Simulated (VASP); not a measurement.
Wanted: the native input for a VASP 6.6.1 run.

```
Task                   : single point
Functional             : PBE
Potentials or basis    : VASP PAW PBE potentials, release 64 (Rb_sv)
Cutoff                 : 520 eV
k mesh                 : 12 × 12 × 12
Occupations            : gaussian, width 0.15 eV
Spin                   : no spin polarisation
Dipole correction      : no
Further INCAR settings : ALGO = Fast; EDIFF = 1e-07; NBANDS = 10
```

The structure of Rb lies in POSCAR:

```
Rb
1.0
   -2.8060000000      2.5955500000      2.5955500000
    2.8060000000     -3.0164500000      3.0164500000
    2.8060000000      3.0164500000     -3.0164500000
Rb
1
Direct
    0.0000000000      0.0000000000      0.0000000000
```

This cell differs from its parent crystal: strain -0.1500 x Voigt [0, 0, 0, 1, 0, 0].

The input as run:

INCAR

```
SYSTEM = Rb
PREC = Accurate ; ENCUT = 520
EDIFF = 1E-7 ; ISMEAR = 0
SIGMA = 0.15 ; LREAL = .False.
LASPH = .True. ; NELM = 100
ALGO = Fast ; ISIF = 2
LWAVE = .False. ; LCHARG = .False.
GGA = PE ; NBANDS = 10
```

KPOINTS

```
Automatic mesh
0
Gamma
  12 12 12
  0 0 0
```

Potentials or basis: VASP PAW PBE potentials, release 64 (Rb_sv).

Run with:

```bash
$ cat potpaw_PBE.64/Rb_sv/POTCAR > POTCAR
$ mpirun -np 1 vasp_std > vasp.out
```

Results of the run:

```json
{
  "Pressure": "0.1 GPa",
  "Band gap on the k mesh": "zero (an odd number of electrons rules out a gap without spin polarisation)"
}
```

Caveat: the cell differs from its parent crystal (strain -0.1500 x Voigt [0, 0, 0, 1, 0, 0]).

Wall time 6 min on 1 thread of Oxide Virtual Turin-like Processor, on a shared host, peak memory 0.36 GiB.
